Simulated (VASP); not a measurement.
# NaCl (Fm-3m) in VASP: a series of runs

NaCl is run at these levels: PBE, HSE06; tasks: single point.

Program: VASP 6.6.1. These are calculated values, not measurements. Logs are shortened: lines on timing, memory, paths and dates and some standing lists are left out, and cuts for length are marked.

## 1. The cell of the first run

The structure is cubic, space group Fm-3m (No. 225). The conventional cell has a = 5.605 Å, b = 5.605 Å, c = 5.605 Å, α = 90.00°, β = 90.00°, γ = 90.00°. Within 3.7 Å of Na (site symmetry m-3m) lie 6 Cl at 2.80 Å. Within 3.7 Å of Cl (site symmetry m-3m) lie 6 Na at 2.80 Å.

## 2. Single point, PBE

Contents of INCAR:

```
SYSTEM = NaCl
PREC = Accurate
ENCUT = 520
EDIFF = 1E-6
ISMEAR = 0
SIGMA = 0.01
LREAL = .False.
LASPH = .True.
NELM = 60
ALGO = Normal
ISIF = 2
LWAVE = .False.
LCHARG = .False.
GGA = PE
NBANDS = 14
```

Contents of KPOINTS:

```
Automatic mesh
0
Gamma
  6 6 6
  0 0 0
```

Contents of POSCAR:

```
NaCl
1.0
    0.0000000000      2.8027319616      2.8027319616
    2.8027319616      0.0000000000      2.8027319616
    2.8027319616      2.8027319616      0.0000000000
Na Cl
1 1
Direct
    0.0000000000      0.0000000000      0.0000000000
    0.5000000000      0.5000000000      0.5000000000
```

Potentials or basis: VASP PAW PBE potentials, release 64 (Na_pv, Cl).

On the command line:

```
cat potpaw_PBE.64/Na_pv/POTCAR potpaw_PBE.64/Cl/POTCAR > POTCAR
mpirun -np 1 vasp_std > vasp.out
```

OUTCAR:

```text
SYSTEM = NaCl
   PREC = Accurate
   ENCUT = 520
   EDIFF = 1E-6
   ISMEAR = 0
   LREAL = .False.
   LASPH = .True.
   NELM = 60
   ISIF = 2
   GGA = PE

 ion  position               nearest neighbor table
   1  0.000  0.000  0.000-
   2  0.500  0.500  0.500-

  LATTYP: Found a face centered cubic cell.
 ALAT       =     5.6054639232

  Lattice vectors:

 A1 = (   0.0000000000,   2.8027319616,   2.8027319616)
 A2 = (   2.8027319616,   0.0000000000,   2.8027319616)
 A3 = (   2.8027319616,   2.8027319616,   0.0000000000)

Analysis of symmetry for initial positions (statically):
=====================================================================
 Subroutine PRICEL returns:
 Original cell was already a primitive cell.

 Routine SETGRP: Setting up the symmetry group for a
 face centered cubic supercell.

 Subroutine GETGRP returns: Found 48 space group operations
 (whereof 48 operations were pure point group operations)
 out of a pool of 48 trial point group operations.

The static configuration has the point symmetry O_h .

Analysis of symmetry for dynamics (positions and initial velocities):
=====================================================================
 Subroutine PRICEL returns:
 Original cell was already a primitive cell.

 Routine SETGRP: Setting up the symmetry group for a
 face centered cubic supercell.

 Subroutine GETGRP returns: Found 48 space group operations
 (whereof 48 operations were pure point group operations)
 out of a pool of 48 trial point group operations.

The dynamic configuration has the point symmetry O_h .

 Subroutine INISYM returns: Found 48 space group operations
 (whereof 48 operations are pure point group operations),
 and found     1 'primitive' translations

----------------------------------------------------------------------------------------

                                     Primitive cell

  volume of cell :      44.0326

  direct lattice vectors                    reciprocal lattice vectors
     0.000000000  2.802731962  2.802731962    -0.178397366  0.178397366  0.178397366
     2.802731962  0.000000000  2.802731962     0.178397366 -0.178397366  0.178397366
     2.802731962  2.802731962  0.000000000     0.178397366  0.178397366 -0.178397366

  length of vectors
     3.963661552  3.963661552  3.963661552     0.308993302  0.308993302  0.308993302

  position of ions in fractional coordinates (direct lattice)
     0.000000000  0.000000000  0.000000000
     0.500000000  0.500000000  0.500000000

  ion indices of the primitive-cell ions
   primitive index   ion index
                 1           1
                 2           2

----------------------------------------------------------------------------------------

 KPOINTS: Automatic mesh

Automatic generation of k-mesh.
 Grid dimensions read from file:
 generate k-points for:    6    6    6

 Generating k-lattice:

  Cartesian coordinates                     Fractional coordinates (reciprocal lattice)
    -0.029732894  0.029732894  0.029732894     0.166666667  0.000000000  0.000000000
     0.029732894 -0.029732894  0.029732894     0.000000000  0.166666667  0.000000000
     0.029732894  0.029732894 -0.029732894     0.000000000  0.000000000  0.166666667

  Length of vectors
     0.051498884  0.051498884  0.051498884

  Shift w.r.t. Gamma in fractional coordinates (k-lattice)
     0.000000000  0.000000000  0.000000000

 Subroutine IBZKPT returns following result:
 ===========================================

 Found     16 irreducible k-points:

 Following reciprocal coordinates:
            Coordinates               Weight
  0.000000  0.000000  0.000000      1.000000
  0.166667  0.000000  0.000000      8.000000
  0.333333  0.000000  0.000000      8.000000
  0.500000  0.000000  0.000000      4.000000
  0.166667  0.166667  0.000000      6.000000
  0.333333  0.166667  0.000000     24.000000
[... 8 lines left out ...]
 -0.333333  0.333333  0.166667     24.000000
 -0.333333  0.500000  0.166667     12.000000
   k-points           NKPTS =     16   k-points in BZ     NKDIM =     16   number of bands    NBANDS=     14
   number of dos      NEDOS =    301   number of ions     NIONS =      2
   total plane-waves  NPLWV =  27000
   dimension x,y,z NGX =    30 NGY =   30 NGZ =   30
   dimension x,y,z NGXF=    60 NGYF=   60 NGZF=   60
   ions per type =               1   1
   NGX,Y,Z   is equivalent  to a cutoff of  12.58, 12.58, 12.58 a.u.
   NGXF,Y,Z  is equivalent  to a cutoff of  25.17, 25.17, 25.17 a.u.
 SYSTEM =  NaCl
   PREC   = accura    normal or accurate (medium, high low for compatibility)
   ISTART =      0    job   : 0-new  1-cont  2-samecut
   ICHARG =      2    charge: 1-file 2-atom 10-const
   ISPIN  =      1    spin polarized calculation?
   LNONCOLLINEAR =      F non collinear calculations
   LSORBIT =      F    spin-orbit coupling
   LASPH  =      T    aspherical Exc in radial PAW
   ENCUT  =  520.0 eV  38.22 Ry    6.18 a.u.   7.37  7.37  7.37*2*pi/ulx,y,z
   NELM   =     60;   NELMIN=  2; NELMDL= -5     # of ELM steps
   EDIFF  = 0.1E-05   stopping-criterion for ELM
   LREAL  =      F    real-space projection
   EDIFFG = 0.1E-04   stopping-criterion for IOM
   NSW    =      0    number of steps for IOM
   IBRION =     -1    ionic relax: 0-MD 1-quasi-New 2-CG
   NFREE  =      0    steps in history (QN), initial steepest desc. (CG)
   ISIF   =      2    stress and relaxation
   ISYM   =      2    0-nonsym 1-usesym 2-fastsym
   POTIM  = 0.5000    time-step for ionic-motion
   TEBEG  =    0.0;   TEEND  =   0.0 temperature during run
   PSTRESS=    0.0 pullay stress
   NELECT =      14.0000    total number of electrons
   NUPDOWN=      -1.0000    fix difference up-down
   EMIN   =  10.00;   EMAX   =-10.00  energy-range for DOS
   EFERMI =   0.00;   METHOD = LEGACY
   ISMEAR =     0;   SIGMA  =   0.01  broadening in eV -4-tet -1-fermi 0-gaus
   EFERMI_NEDOS =   21; number of points for ismear=-14 and -15
   IALGO  =     38    algorithm
   IMIX   =      4    mixing-type and parameters
     AMIX     =   0.40;   BMIX     =  1.00
     AMIX_MAG =   1.60;   BMIX_MAG =  1.00
  volume/ion in A,a.u.               =      22.02       148.57
  Fermi-wavevector in a.u.,A,eV,Ry     =   1.117359  2.111502 16.986744  1.248490
  Thomas-Fermi vector in A             =   2.253981
   LORBIT       =      0    0 simple, 1 ext, 2 COOP (PROOUT), +10 PAW based schemes
   GGA     = PE    functional components
   LHFCALC =     F    Hartree Fock is set to
   AEXX    =    0.0000 exact exchange contribution
   IVDW    =     0    specifies the selected vdW correction
   LEPSILON=     F    determine dielectric tensor
   LRPA    =     F    only Hartree local field effects (RPA)
 non-spin polarized calculation
 Gauss-broadening in eV      SIGMA  =   0.01
  energy-cutoff  :      520.00
  volume of cell :       44.03
 maximum number of plane-waves:      1243
 NGX is ok and might be reduce to    30
   NGX = 15   NGY = 15   NGZ = 15

 number of electron      14.0000003 magnetization

 Free energy of the ion-electron system (eV)
  ---------------------------------------------------
  ext. energy  EPLUGINS =         0.00000000
  ---------------------------------------------------
  free energy    TOTEN  =        -6.76941825 eV

  energy without entropy =       -6.76941825  energy(sigma->0) =       -6.76941825

 E-fermi :  -0.4920     XC(G=0):  -8.2453

 val. band max:       -0.6239258211   @ k =   0.0000   0.0000   0.0000
 cond. band min:       4.5552447553   @ k =   0.0000   0.0000   0.0000
 fundamental gap:      5.1791705764
 Fermi energy:        -0.4920327040

 k-point     1 :       0.0000    0.0000    0.0000
  band No.  band energies     occupation
      1     -21.4075      2.00000
      2     -21.4074      2.00000
      3     -21.4074      2.00000
      4     -13.3248      2.00000
      5      -0.6239      2.00000
      6      -0.6239      2.00000
      7      -0.6239      2.00000
      8       4.5552      0.00000
      9      10.5153      0.00000
     10      10.5153      0.00000
     11      10.5153      0.00000
     12      12.7001      0.00000
     13      12.7001      0.00000
     14      14.3369      0.00000

 k-point     2 :       0.1667    0.0000    0.0000
  band No.  band energies     occupation
      1     -21.4155      2.00000
      2     -21.4080      2.00000
      3     -21.4080      2.00000
      4     -13.2397      2.00000
      5      -1.2412      2.00000
      6      -0.6956      2.00000
      7      -0.6956      2.00000
      8       5.3788      0.00000
      9       9.7318      0.00000
     10      10.8055      0.00000
     11      10.8055      0.00000
     12      12.3858      0.00000
     13      12.3858      0.00000
     14      15.4601      0.00000

 k-point     3 :       0.3333    0.0000    0.0000
  band No.  band energies     occupation
      1     -21.4314      2.00000
      2     -21.4092      2.00000
      3     -21.4092      2.00000
      4     -13.0618      2.00000
      5      -2.1978      2.00000
      6      -0.8323      2.00000
      7      -0.8323      2.00000
      8       6.4852      0.00000
      9       9.5476      0.00000
     10      10.6257      0.00000
     11      10.6257      0.00000
     12      13.4899      0.00000
     13      13.4899      0.00000
     14      14.7465      0.00000
[... 188 lines left out ...]
 k-point    15 :      -0.3333    0.3333    0.1667
  band No.  band energies     occupation
      1     -21.4290      2.00000
      2     -21.4194      2.00000
      3     -21.4141      2.00000
      4     -12.9189      2.00000
      5      -2.1353      2.00000
      6      -1.6351      2.00000
      7      -1.1725      2.00000
      8       8.3421      0.00000
      9       8.6041      0.00000
     10       9.4179      0.00000
     11      11.3303      0.00000
     12      13.7047      0.00000
     13      15.1491      0.00000
     14      16.1428      0.00000

 k-point    16 :      -0.3333    0.5000    0.1667
  band No.  band energies     occupation
      1     -21.4259      2.00000
      2     -21.4194      2.00000
      3     -21.4179      2.00000
      4     -12.9065      2.00000
      5      -2.0992      2.00000
      6      -1.5606      2.00000
      7      -1.3606      2.00000
      8       7.8304      0.00000
      9       8.2891      0.00000
     10       9.9711      0.00000
     11      11.5488      0.00000
     12      14.7279      0.00000
     13      15.7281      0.00000
     14      15.8377      0.00000

------------------------ aborting loop because EDIFF is reached ----------------------------------------

  FORCE on cell =-STRESS in cart. coord.  units (eV):
  Direction    XX          YY          ZZ          XY          YZ          ZX
  --------------------------------------------------------------------------------------
  -------------------------------------------------------------------------------------
  Total        0.3416448      0.3416448      0.3416448      0.0000000     -0.0000000      0.0000000
  in kB       12.4311322     12.4311322     12.4311322      0.0000000     -0.0000000      0.0000000
  external PRESSURE =      12.4311322 kB  Pullay stress =       0.0000000 kB

 VOLUME and BASIS-vectors are now :
 -----------------------------------------------------------------------------
  energy-cutoff  :      520.00
  volume of cell :       44.03
      direct lattice vectors                 reciprocal lattice vectors
     0.000000000  2.802731962  2.802731962    -0.178397366  0.178397366  0.178397366
     2.802731962  0.000000000  2.802731962     0.178397366 -0.178397366  0.178397366
     2.802731962  2.802731962  0.000000000     0.178397366  0.178397366 -0.178397366

 POSITION                                       TOTAL-FORCE (eV/Angst)
 -----------------------------------------------------------------------------------
      0.00000      0.00000      0.00000         0.000000      0.000000      0.000000
      2.80273      2.80273      2.80273        -0.000000     -0.000000     -0.000000
 -----------------------------------------------------------------------------------
    total drift:                               -0.000000      0.000000      0.000000

  FREE ENERGIE OF THE ION-ELECTRON SYSTEM (eV)
  ---------------------------------------------------
  free  energy   TOTEN  =        -6.7694182511 eV

  energy  without entropy=       -6.7694182511  energy(sigma->0) =       -6.76941825
```

It took 8.5 s on 1 thread of Intel Xeon Platinum 8375C at 2.90GHz (Ice Lake), shared host; peak memory 0.15 GiB.

Results:

* Free energy: -6.7694 eV
* Pressure: 1.2 GPa
* Band gap on the k mesh: 5.18 eV, direct

## 3. Single point, PBE

Contents of INCAR:

```
PREC     = Accurate       # precision mode
ENCUT    = 520            # plane-wave cutoff, eV
EDIFF    = 1E-7           # SCF threshold, eV
ISMEAR   = 0              # smearing method
SIGMA    = 0.01           # smearing width, eV
LREAL    = False          # projectors in reciprocal space
LASPH    = True           # aspherical terms in the spheres
NELM     = 100            # most SCF steps
ALGO     = Normal         # electronic algorithm
ISIF     = 2              # what is computed and relaxed
LWAVE    = False          # write WAVECAR
LCHARG   = True           # write CHGCAR
GGA      = PE             # functional
LELF     = True           # ELF
LVHAR    = True         
NBANDS   = 14             # bands
```

Contents of KPOINTS:

```
regular mesh
0
Gamma
  6 6 6
```

POSCAR is that of step 2.

Potentials or basis: VASP PAW PBE potentials, release 64 (Na_pv, Cl).

On the command line:

```
cat potpaw_PBE.64/Na_pv/POTCAR potpaw_PBE.64/Cl/POTCAR > POTCAR
mpirun -np 1 vasp_std > vasp.out
```

Wall time 10 s (1 thread of Intel Xeon Platinum 8375C at 2.90GHz (Ice Lake), shared host); peak memory 0.16 GiB.

It converged, with:

```
Free energy            : -6.7694 eV
Pressure               : 1.2 GPa
Band gap on the k mesh : 5.18 eV, direct
```

Levels at points of the mesh, in eV from the valence-band top:
```tsv
k point	band 5	band 6	band 7	band 8	band 9	band 10
(0.00, 0.00, 0.00)	0.00	0.00	0.00	5.18	11.14	11.14
(0.50, 0.00, 0.00)	-1.98	-0.27	-0.27	7.31	10.78	11.02
(0.50, 0.50, 0.00)	-1.71	-0.61	-0.61	7.59	8.06	11.45
```

## 4. Single point, HSE06

POSCAR is that of step 3.

Contents of INCAR.step1:

```
  PREC = Accurate
  ENCUT = 520
  EDIFF = 1E-5
  ISMEAR = 0
  SIGMA = 0.01
  LREAL = F
  LASPH = T
  NELM = 100
  ALGO = Normal
  ISIF = 2
  LWAVE = T
  GGA = PE
  NBANDS = 14
```

Contents of INCAR.step2:

```
  PREC = Accurate
  ENCUT = 520
  EDIFF = 1E-6
  ISMEAR = 0
  SIGMA = 0.01
  LREAL = F
  LASPH = T
  NELM = 100
  ALGO = Normal
  ISIF = 2
  LWAVE = F
  LCHARG = T
  GGA = PE
  LHFCALC = T
  HFSCREEN = 0.2079
  PRECFOCK = Normal
  LELF = T
  LVHAR = T
  ISTART = 1
  NBANDS = 14
```

Contents of KPOINTS:

```
Automatic mesh
0
Gamma
  6 6 6
```

On the command line:

```
cat potpaw_PBE.64/Na_pv/POTCAR potpaw_PBE.64/Cl/POTCAR > POTCAR
cp INCAR.step1 INCAR
mpirun -np 1 vasp_std > vasp.out
cp INCAR.step2 INCAR
mpirun -np 1 vasp_std > vasp.out
```

Wall time 29 min (1 thread of AMD EPYC 7R13, shared host); peak memory 0.25 GiB.

It converged, with:

```
Free energy            : -7.8756 eV
Pressure               : 0.7 GPa
Band gap on the k mesh : 6.55 eV, direct
```

Levels at points of the mesh, in eV from the valence-band top:
```csv
k point,band 3,band 4,band 5,band 6,band 7,band 8,band 9,band 10,band 11,band 12
"(0.00, 0.00, 0.00)",-22.85,-13.90,0.00,0.00,0.00,6.55,12.64,12.64,12.64,14.99
"(0.50, 0.00, 0.00)",-22.85,-13.51,-2.10,-0.29,-0.29,8.66,12.40,12.55,12.55,16.69
"(0.50, 0.50, 0.00)",-22.85,-13.45,-1.83,-0.66,-0.66,9.05,9.40,13.03,16.65,16.65
```

Caveat: the PAW data sets were made with another functional, which shifts forces and pressure a little.
